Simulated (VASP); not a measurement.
# Sb in VASP: a series of runs

The runs below take Sb through single point, with HSE06, r2SCAN.

All numbers are computed with VASP 6.6.1; they aren't measurements. Logs are shortened: lines on timing, memory, paths and dates and some standing lists are left out, and cuts for length are marked.

### 1 The cell of the first run

The cell holds a slab with vacuum, 2 atoms: a = 4.105 Å, b = 4.013 Å, c = 26.855 Å, α = 90.00°, β = 90.00°, γ = 120.76°.

### 2 Single point, HSE06 (uniaxial y strain -3.0%)

POSCAR

```
Sb
1.0
    4.1051829901      0.0000000000      0.0000000000
   -2.0525914950      3.4485369739      0.0000000000
    0.0000000000      0.0000000000     26.8552477996
Sb
2
Direct
    0.3318483307      0.6636966613      0.3145893443
    0.6681516693      0.3363033387      0.3753176727
```

INCAR.step1

```
ALGO = Normal
DIPOL = 0.5 0.5 0.345
EDIFF = 1E-5
ENCUT = 520
GGA = PE
IDIPOL = 3
ISIF = 2
ISMEAR = 0
LASPH = T
LCHARG = F
LDIPOL = T
LREAL = F
LWAVE = T
NBANDS = 12
NELM = 80
PREC = Accurate
SIGMA = 0.01
```

INCAR.step2

```
ALGO = Normal
DIPOL = 0.5 0.5 0.345
EDIFF = 1E-6
ENCUT = 520
GGA = PE
HFSCREEN = 0.2079
IDIPOL = 3
ISIF = 2
ISMEAR = 0
ISTART = 1
LASPH = T
LCHARG = F
LDIPOL = T
LHFCALC = T
LREAL = F
LWAVE = F
NBANDS = 12
NELM = 80
PREC = Accurate
PRECFOCK = Normal
SIGMA = 0.01
```

KPOINTS

```
k-points
0
Gamma
  6 6 1
```

Potentials or basis: VASP PAW PBE potentials, release 64 (Sb).

Launch:

```console
$ cat potpaw_PBE.64/Sb/POTCAR > POTCAR
$ cp INCAR.step1 INCAR
$ mpirun -np 1 vasp_std > vasp.out
$ cp INCAR.step2 INCAR
$ mpirun -np 1 vasp_std > vasp.out
```

OUTCAR:

```text
EDIFF = 1E-6
   ENCUT = 520
   GGA = PE
   HFSCREEN = 0.2079
   ISIF = 2
   ISMEAR = 0
   ISTART = 1
   LASPH = T
   LHFCALC = T
   LREAL = F
   NELM = 80
   PREC = Accurate
   PRECFOCK = Normal

 ion  position               nearest neighbor table
   1  0.332  0.664  0.315-   2 2.84   2 2.85   2 2.85
   2  0.668  0.336  0.375-   1 2.84   1 2.85   1 2.85

  Warning from LATTYP: Monoclinic adjustment (A1->A3, A2->A1, A3->A2)!
  LATTYP: Found a base centered orthorhombic cell.
 ALAT       =     4.1051829901
 B/A-ratio  =     1.6800892833
 C/A-ratio  =     6.5417906740

  Lattice vectors:

 A1 = (   2.0525914950,  -3.4485369739,   0.0000000000)
 A2 = (   2.0525914951,   3.4485369739,   0.0000000000)
 A3 = (   0.0000000000,   0.0000000000,  26.8552477996)

Analysis of symmetry for initial positions (statically):
=====================================================================
 Subroutine PRICEL returns:
 Original cell was already a primitive cell.

 Routine SETGRP: Setting up the symmetry group for a
 base centered orthorhombic supercell.

 Subroutine GETGRP returns: Found  4 space group operations
 (whereof  2 operations were pure point group operations)
 out of a pool of  8 trial point group operations.

The static configuration has the point symmetry C_1h.
 The point group associated with its full space group is C_2h.

Analysis of symmetry for dynamics (positions and initial velocities):
=====================================================================
 Subroutine PRICEL returns:
 Original cell was already a primitive cell.

 Routine SETGRP: Setting up the symmetry group for a
 base centered orthorhombic supercell.

 Subroutine GETGRP returns: Found  4 space group operations
 (whereof  2 operations were pure point group operations)
 out of a pool of  8 trial point group operations.

The dynamic configuration has the point symmetry C_1h.
 The point group associated with its full space group is C_2h.

 Subroutine INISYM returns: Found  4 space group operations
 (whereof  2 operations are pure point group operations),
 and found     1 'primitive' translations

----------------------------------------------------------------------------------------

                                     Primitive cell

  volume of cell :     380.1864

  direct lattice vectors                    reciprocal lattice vectors
     4.105182990  0.000000000  0.000000000     0.243594501  0.144989021  0.000000000
    -2.052591495  3.448536974  0.000000000     0.000000000  0.289978042  0.000000000
     0.000000000  0.000000000 26.855247800     0.000000000  0.000000000  0.037236670

  length of vectors
     4.105182990  4.013170705 26.855247800     0.283478565  0.289978042  0.037236670

  position of ions in fractional coordinates (direct lattice)
     0.331848331  0.663696661  0.314589344
     0.668151669  0.336303339  0.375317673

  ion indices of the primitive-cell ions
   primitive index   ion index
                 1           1
                 2           2

----------------------------------------------------------------------------------------

 KPOINTS: k-points

Automatic generation of k-mesh.
 Grid dimensions read from file:
 generate k-points for:    6    6    1

 Generating k-lattice:

  Cartesian coordinates                     Fractional coordinates (reciprocal lattice)
     0.040599083  0.024164837  0.000000000     0.166666667  0.000000000  0.000000000
     0.000000000  0.048329674  0.000000000     0.000000000  0.166666667  0.000000000
     0.000000000  0.000000000  0.037236670     0.000000000  0.000000000  1.000000000

  Length of vectors
     0.047246428  0.048329674  0.037236670

  Shift w.r.t. Gamma in fractional coordinates (k-lattice)
     0.000000000  0.000000000  0.000000000

 Subroutine IBZKPT returns following result:
 ===========================================

 Found     13 irreducible k-points:

 Following reciprocal coordinates:
            Coordinates               Weight
  0.000000  0.000000  0.000000      1.000000
  0.166667 -0.000000  0.000000      4.000000
  0.333333 -0.000000  0.000000      4.000000
  0.500000  0.000000  0.000000      2.000000
  0.000000  0.166667  0.000000      2.000000
  0.166667  0.166667  0.000000      4.000000
  0.333333  0.166667  0.000000      4.000000
  0.500000  0.166667  0.000000      4.000000
 -0.333333  0.166667  0.000000      2.000000
  0.000000  0.333333  0.000000      2.000000
  0.166667  0.333333  0.000000      4.000000
  0.333333  0.333333  0.000000      2.000000
  0.000000  0.500000  0.000000      1.000000
   k-points           NKPTS =     13   k-points in BZ     NKDIM =     36   number of bands    NBANDS=     12
   number of dos      NEDOS =    301   number of ions     NIONS =      2
   total plane-waves  NPLWV = 192000
   dimension x,y,z NGX =    32 NGY =   30 NGZ =  200
   dimension x,y,z NGXF=    64 NGYF=   60 NGZF=  400
   ions per type =               2
   NGX,Y,Z   is equivalent  to a cutoff of  12.96, 12.43, 12.38 a.u.
   NGXF,Y,Z  is equivalent  to a cutoff of  25.92, 24.86, 24.76 a.u.
 SYSTEM =  unknown system
   PREC   = accura    normal or accurate (medium, high low for compatibility)
   ISTART =      1    job   : 0-new  1-cont  2-samecut
   ICHARG =      0    charge: 1-file 2-atom 10-const
   ISPIN  =      1    spin polarized calculation?
   LNONCOLLINEAR =      F non collinear calculations
   LSORBIT =      F    spin-orbit coupling
   LASPH  =      T    aspherical Exc in radial PAW
   ENCUT  =  520.0 eV  38.22 Ry    6.18 a.u.   7.63  7.46 49.93*2*pi/ulx,y,z
   NELM   =     80;   NELMIN=  2; NELMDL=  0     # of ELM steps
   EDIFF  = 0.1E-05   stopping-criterion for ELM
   LREAL  =      F    real-space projection
   EDIFFG = 0.1E-04   stopping-criterion for IOM
   NSW    =      0    number of steps for IOM
   IBRION =     -1    ionic relax: 0-MD 1-quasi-New 2-CG
   NFREE  =      0    steps in history (QN), initial steepest desc. (CG)
   ISIF   =      2    stress and relaxation
   ISYM   =      3    0-nonsym 1-usesym 2-fastsym
   POTIM  = 0.5000    time-step for ionic-motion
   TEBEG  =    0.0;   TEEND  =   0.0 temperature during run
   PSTRESS=    0.0 pullay stress
   NELECT =      10.0000    total number of electrons
   NUPDOWN=      -1.0000    fix difference up-down
   EMIN   =  10.00;   EMAX   =-10.00  energy-range for DOS
   EFERMI =   0.00;   METHOD = LEGACY
   ISMEAR =     0;   SIGMA  =   0.01  broadening in eV -4-tet -1-fermi 0-gaus
   EFERMI_NEDOS =   21; number of points for ismear=-14 and -15
   IALGO  =     38    algorithm
   IMIX   =      1    mixing-type and parameters
     AMIX     =   0.40;   BMIX     =  1.00
     AMIX_MAG =   1.60;   BMIX_MAG =  1.00
  volume/ion in A,a.u.               =     190.09      1282.81
  Fermi-wavevector in a.u.,A,eV,Ry     =   0.486866  0.920043  3.225103  0.237038
  Thomas-Fermi vector in A             =   1.487848
   LORBIT       =      0    0 simple, 1 ext, 2 COOP (PROOUT), +10 PAW based schemes
   GGA     = PE    functional components
   LHFCALC =     T    Hartree Fock is set to
   PRECFOCK=normal    Normal, Fast or Accurate (Low or Medium for compatibility)
   ENCUT4O =  -1.0   cutoff for four orbital integrals eV
   NKREDX  =     1    reduce k-point grid by
   NKREDY  =     1    reduce k-point grid by
   NKREDZ  =     1    reduce k-point grid by
   AEXX    =    0.2500 exact exchange contribution
   HFSCREEN=    0.2079 screening length (either q_TF or 0.3 A-1)
   HFSCREENC=   0.2079 screening length for correlation (either q_TF or 0.3 A-1)
   ENCUTFOCK=  -1.0 apply spherical cutoff to Coloumb kernel
   IVDW    =     0    specifies the selected vdW correction
   LEPSILON=     F    determine dielectric tensor
   LRPA    =     F    only Hartree local field effects (RPA)
 non-spin polarized calculation
 Gauss-broadening in eV      SIGMA  =   0.01
  energy-cutoff  :      520.00
  volume of cell :      380.19
 maximum number of plane-waves:     10293
 NGX is ok and might be reduce to    32
  NGX = 24; NGY = 24; NGZ =160

 number of electron      10.0000000 magnetization

 dipolmoment           0.000000      0.000000      0.000000 electrons x Angstroem

 Free energy of the ion-electron system (eV)
  ---------------------------------------------------
  ext. energy  EPLUGINS =         0.00000000
  ---------------------------------------------------
  free energy    TOTEN  =       -10.00795179 eV

  energy without entropy =      -10.00795179  energy(sigma->0) =      -10.00795179

 E-fermi :  -3.1318     XC(G=0):  -1.7057

 val. band max:       -3.2356390806   @ k =   0.0000   0.0000   0.0000
 cond. band min:      -1.7668543438   @ k =   0.0000   0.3333   0.0000
 fundamental gap:      1.4687847367
 Fermi energy:        -3.1317516529

 k-point     1 :       0.0000    0.0000    0.0000
  band No.  band energies     occupation
      1     -16.1189      2.00000
      2     -10.3195      2.00000
      3      -4.1525      2.00000
      4      -3.4892      2.00000
      5      -3.2356      2.00000
      6      -1.0191      0.00000
      7       0.0689      0.00000
      8       0.2609      0.00000
      9       1.3857      0.00000
     10       1.6373      0.00000
     11       2.0446      0.00000
     12       2.3580      0.00000

 k-point     2 :       0.1667   -0.0000    0.0000
  band No.  band energies     occupation
      1     -15.7810      2.00000
      2     -10.3015      2.00000
      3      -5.4720      2.00000
      4      -4.0447      2.00000
      5      -3.9125      2.00000
      6      -0.9153      0.00000
      7       0.6030      0.00000
      8       0.8679      0.00000
      9       1.7704      0.00000
     10       2.0040      0.00000
     11       2.3770      0.00000
     12       2.6945      0.00000
[... 136 lines left out ...]
 k-point    12 :       0.3333    0.3333    0.0000
  band No.  band energies     occupation
      1     -12.8420      2.00000
      2     -12.7161      2.00000
      3      -7.4879      2.00000
      4      -5.4775      2.00000
      5      -5.4350      2.00000
      6      -1.4463      0.00000
      7       0.9062      0.00000
      8       1.0326      0.00000
      9       3.8638      0.00000
     10       4.6425      0.00000
     11       4.8834      0.00000
     12       5.2841      0.00000

 k-point    13 :       0.0000    0.5000    0.0000
  band No.  band energies     occupation
      1     -13.7261      2.00000
      2     -11.9698      2.00000
      3      -6.7563      2.00000
      4      -5.4038      2.00000
      5      -5.0116      2.00000
      6      -1.4002      0.00000
      7      -0.4028      0.00000
      8       0.8170      0.00000
      9       2.3290      0.00000
     10       4.1135      0.00000
     11       4.2785      0.00000
     12       4.5586      0.00000

------------------------ aborting loop because EDIFF is reached ----------------------------------------

 vacuum level on the upper side and lower side of the slab       (xc-potential included)         0.001         0.001

  FORCE on cell =-STRESS in cart. coord.  units (eV):
  Direction    XX          YY          ZZ          XY          YZ          ZX
  --------------------------------------------------------------------------------------
  -------------------------------------------------------------------------------------
  Total       -0.3480086      0.4715025     -0.3793693      0.0000000     -0.0109275     -0.0000000
  in kB       -1.4665738      1.9870006     -1.5987338      0.0000000     -0.0460507     -0.0000000
  external PRESSURE =      -0.3594357 kB  Pullay stress =       0.0000000 kB

 VOLUME and BASIS-vectors are now :
 -----------------------------------------------------------------------------
  energy-cutoff  :      520.00
  volume of cell :      380.19
      direct lattice vectors                 reciprocal lattice vectors
     4.105182990  0.000000000  0.000000000     0.243594501  0.144989021  0.000000000
    -2.052591495  3.448536974  0.000000000     0.000000000  0.289978042  0.000000000
     0.000000000  0.000000000 26.855247800     0.000000000  0.000000000  0.037236670

 POSITION                                       TOTAL-FORCE (eV/Angst)
 -----------------------------------------------------------------------------------
      0.00000      2.28878      8.44837         0.000000      0.006675      0.229656
      2.05259      1.15975     10.07925        -0.000000     -0.006675     -0.229656
 -----------------------------------------------------------------------------------
    total drift:                                0.000001      0.000002     -0.000005

  FREE ENERGIE OF THE ION-ELECTRON SYSTEM (eV)
  ---------------------------------------------------
  free  energy   TOTEN  =       -10.0079517943 eV

  energy  without entropy=      -10.0079517943  energy(sigma->0) =      -10.00795179

 vacuum level on the upper side and lower side of the slab         1.815         1.815
```

It took 37 min on 1 thread of Intel Xeon 8259CL, shared host; peak memory 0.63 GiB.

What came out:

```yaml
Free_energy: -10.0080 eV
Largest_force: 0.230 eV/Å
Band_gap_on_the_k_mesh: 1.47 eV (least direct gap 2.22 eV)
```

Forces on the atoms (eV/Å):
```
Sb   0.000  0.007  0.230
Sb   0.000 -0.007 -0.230
```

Caveat: the cell differs from its parent crystal (uniaxial y strain -3.0%); the PAW data sets were made with another functional, which shifts forces and pressure a little; spin-orbit coupling is left out, which moves the levels of the heavy elements.

(Part 1 of 2 ends here.)
